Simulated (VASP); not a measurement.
# TaN (P-6m2) in VASP: a series of runs

Runs on TaN. Level: PBEsol. Tasks: single point.

Everything below comes from runs of VASP 6.6.1. Logs are shortened: lines on timing, memory, paths and dates and some standing lists are left out, and cuts for length are marked.

### Step 1. The cell of the first run

The structure is hexagonal, space group P-6m2 (No. 187). Conventional cell: a = 2.778 Å, b = 2.778 Å, c = 2.978 Å, α = 90.00°, β = 90.00°, γ = 120.00°. Within 2.9 Å of Ta (site symmetry -6m2) lie 6 N at 2.19 Å and 6 Ta at 2.78 Å. Within 2.9 Å of N (site symmetry -6m2) lie 6 Ta at 2.19 Å and 6 N at 2.78 Å.

### Step 2. Single point, PBEsol

INCAR

```
PREC     = Accurate       # precision mode
ENCUT    = 520            # plane-wave cutoff, eV
EDIFF    = 1E-7           # SCF threshold, eV
ISMEAR   = 0              # smearing method
SIGMA    = 0.15           # smearing width, eV
LREAL    = False          # projectors in reciprocal space
LASPH    = True           # aspherical terms in the spheres
NELM     = 100            # most SCF steps
ALGO     = Normal         # electronic algorithm
ISIF     = 2              # what is computed and relaxed
LWAVE    = False          # write WAVECAR
LCHARG   = True           # write CHGCAR
GGA      = PS             # functional
LELF     = True           # ELF
LVHAR    = True         
NBANDS   = 15             # bands
```

KPOINTS

```
Automatic mesh
0
Gamma
  18 18 16
```

POSCAR

```
TaN
1.0
    2.7778000000      0.0000000000      0.0000000000
   -1.3889000000      2.4056453666      0.0000000000
    0.0000000000      0.0000000000      2.9784000000
Ta N
1 1
Direct
    0.3333333333      0.6666666667      0.5000000000
    0.0000000000      0.0000000000      0.0000000000
```

Potentials or basis: VASP PAW PBE potentials, release 64 (Ta_pv, N).

Command:

```
> cat potpaw_PBE.64/Ta_pv/POTCAR potpaw_PBE.64/N/POTCAR > POTCAR
> mpirun -np 1 vasp_std > vasp.out
```

OUTCAR:

```text
PREC = Accurate
   ENCUT = 520
   EDIFF = 1E-7
   ISMEAR = 0
   LREAL = False
   LASPH = True
   NELM = 100
   ISIF = 2
   GGA = PS

 ion  position               nearest neighbor table
   1  0.333  0.667  0.500-   2 2.19   2 2.19   2 2.19   2 2.19   2 2.19   2 2.19
   2  0.000  0.000  0.000-   1 2.19   1 2.19   1 2.19   1 2.19   1 2.19   1 2.19

  LATTYP: Found a hexagonal cell.
 ALAT       =     2.7778000000
 C/A-ratio  =     1.0722154223

  Lattice vectors:

 A1 = (   2.7778000000,   0.0000000000,   0.0000000000)
 A2 = (  -1.3889000000,   2.4056453666,   0.0000000000)
 A3 = (   0.0000000000,   0.0000000000,   2.9784000000)

Analysis of symmetry for initial positions (statically):
=====================================================================
 Subroutine PRICEL returns:
 Original cell was already a primitive cell.

 Routine SETGRP: Setting up the symmetry group for a
 hexagonal supercell.

 Subroutine GETGRP returns: Found 12 space group operations
 (whereof 12 operations were pure point group operations)
 out of a pool of 24 trial point group operations.

The static configuration has the point symmetry D_3h.

Analysis of symmetry for dynamics (positions and initial velocities):
=====================================================================
 Subroutine PRICEL returns:
 Original cell was already a primitive cell.

 Routine SETGRP: Setting up the symmetry group for a
 hexagonal supercell.

 Subroutine GETGRP returns: Found 12 space group operations
 (whereof 12 operations were pure point group operations)
 out of a pool of 24 trial point group operations.

The dynamic configuration has the point symmetry D_3h.

 Subroutine INISYM returns: Found 12 space group operations
 (whereof 12 operations are pure point group operations),
 and found     1 'primitive' translations

----------------------------------------------------------------------------------------

                                     Primitive cell

  volume of cell :      19.9029

  direct lattice vectors                    reciprocal lattice vectors
     2.777800000  0.000000000  0.000000000     0.359997120  0.207844434  0.000000000
    -1.388900000  2.405645367  0.000000000     0.000000000  0.415688868  0.000000000
     0.000000000  0.000000000  2.978400000     0.000000000  0.000000000  0.335750739

  length of vectors
     2.777800000  2.777800000  2.978400000     0.415688868  0.415688868  0.335750739

[... 83 lines left out ...]
   NSW    =      0    number of steps for IOM
   IBRION =     -1    ionic relax: 0-MD 1-quasi-New 2-CG
   NFREE  =      0    steps in history (QN), initial steepest desc. (CG)
   ISIF   =      2    stress and relaxation
   ISYM   =      2    0-nonsym 1-usesym 2-fastsym
   POTIM  = 0.5000    time-step for ionic-motion
   TEBEG  =    0.0;   TEEND  =   0.0 temperature during run
   PSTRESS=    0.0 pullay stress
   NELECT =      16.0000    total number of electrons
   NUPDOWN=      -1.0000    fix difference up-down
   EMIN   =  10.00;   EMAX   =-10.00  energy-range for DOS
   EFERMI =   0.00;   METHOD = LEGACY
   ISMEAR =     0;   SIGMA  =   0.15  broadening in eV -4-tet -1-fermi 0-gaus
   EFERMI_NEDOS =   21; number of points for ismear=-14 and -15
   IALGO  =     38    algorithm
   IMIX   =      4    mixing-type and parameters
     AMIX     =   0.40;   BMIX     =  1.00
     AMIX_MAG =   1.60;   BMIX_MAG =  1.00
  volume/ion in A,a.u.               =       9.95        67.16
  Fermi-wavevector in a.u.,A,eV,Ry     =   1.522216  2.876571 31.526626  2.317142
  Thomas-Fermi vector in A             =   2.630825
   LORBIT       =      0    0 simple, 1 ext, 2 COOP (PROOUT), +10 PAW based schemes
   GGA     = PS    functional components
   LHFCALC =     F    Hartree Fock is set to
   AEXX    =    0.0000 exact exchange contribution
   IVDW    =     0    specifies the selected vdW correction
   LEPSILON=     F    determine dielectric tensor
   LRPA    =     F    only Hartree local field effects (RPA)
 non-spin polarized calculation
 Gauss-broadening in eV      SIGMA  =   0.15
  energy-cutoff  :      520.00
  volume of cell :       19.90
 maximum number of plane-waves:       557
 NGX is ok and might be reduce to    24
   NGX = 11   NGY = 11   NGZ = 11

 number of electron      16.0000002 magnetization

 Free energy of the ion-electron system (eV)
  ---------------------------------------------------
  ext. energy  EPLUGINS =         0.00000000
  ---------------------------------------------------
  free energy    TOTEN  =       -23.47610846 eV

  energy without entropy =      -23.47548986  energy(sigma->0) =      -23.47579916

 E-fermi :   8.8360     XC(G=0): -13.9574

 val. band max:        8.8145927211   @ k =   0.0556   0.0000   0.5000
 cond. band min:       8.8376111378   @ k =   0.3333   0.2778   0.0000
 fundamental gap:      0.0230184167
 Fermi energy:         8.8360030855

 k-point     1 :       0.0000    0.0000    0.0000
  band No.  band energies     occupation
      1     -25.8964      2.00000
      2     -25.2085      2.00000
      3     -25.2085      2.00000
      4      -9.3064      2.00000
      5       3.9725      2.00000
      6       4.7877      2.00000
      7       4.7877      2.00000
      8       5.4541      2.00000
      9      12.3529      0.00000
     10      12.3529      0.00000
     11      12.6371      0.00000
     12      13.2750      0.00000
     13      13.2750      0.00000
     14      22.3564      0.00000
[... 401 lines left out ...]
      2     -25.7093      2.00000
      3     -25.6261      2.00000
      4      -6.4157      2.00000
      5       0.5507      2.00000
      6       2.6881      2.00000
      7       4.5872      2.00000
      8       6.6030      2.00000
      9      10.8240      0.00000
     10      12.6482      0.00000
     11      14.6217      0.00000
     12      15.2983      0.00000
     13      18.6664      0.00000
     14      22.3343      0.00000
     15      22.7667      0.00000

 [... further k-points ...]
[... 5 lines left out ...]
  --------------------------------------------------------------------------------------
  -------------------------------------------------------------------------------------
  Total        5.9017290      5.9017290     -1.6234877      0.0000000      0.0000000      0.0000000
  in kB      475.0881992    475.0881992   -130.6904899      0.0000000      0.0000000      0.0000000
  external PRESSURE =     273.1619695 kB  Pullay stress =       0.0000000 kB

 VOLUME and BASIS-vectors are now :
 -----------------------------------------------------------------------------
  energy-cutoff  :      520.00
  volume of cell :       19.90
      direct lattice vectors                 reciprocal lattice vectors
     2.777800000  0.000000000  0.000000000     0.359997120  0.207844434  0.000000000
    -1.388900000  2.405645367  0.000000000     0.000000000  0.415688868  0.000000000
     0.000000000  0.000000000  2.978400000     0.000000000  0.000000000  0.335750739

 POSITION                                       TOTAL-FORCE (eV/Angst)
 -----------------------------------------------------------------------------------
     -0.00000      1.60376      1.48920         0.000000     -0.000000      0.000000
      0.00000      0.00000      0.00000         0.000000      0.000000      0.000000
 -----------------------------------------------------------------------------------
    total drift:                                0.000000     -0.000000     -0.000000

  FREE ENERGIE OF THE ION-ELECTRON SYSTEM (eV)
  ---------------------------------------------------
  free  energy   TOTEN  =       -23.4761084636 eV

  energy  without entropy=      -23.4754898650  energy(sigma->0) =      -23.47579916
```

It took 28 s on 1 thread of Intel Xeon 6975P-C (Granite Rapids), shared host; peak memory 0.22 GiB.

What came out:

* Free energy: -23.4761 eV
* Pressure: 27.3 GPa
* Band gap on the k mesh: zero (band 8 reaches 9.10 eV, above the bottom of band 9 at 8.68 eV)

Stress tensor (GPa, compression positive):
```
 47.51   0.00   0.00
  0.00  47.51   0.00
  0.00   0.00 -13.07
```

Caveat: the PAW data sets were made with another functional, which shifts forces and pressure a little; spin-orbit coupling is left out, which moves the levels of the heavy elements.

(Continued in part 2 of 3.)
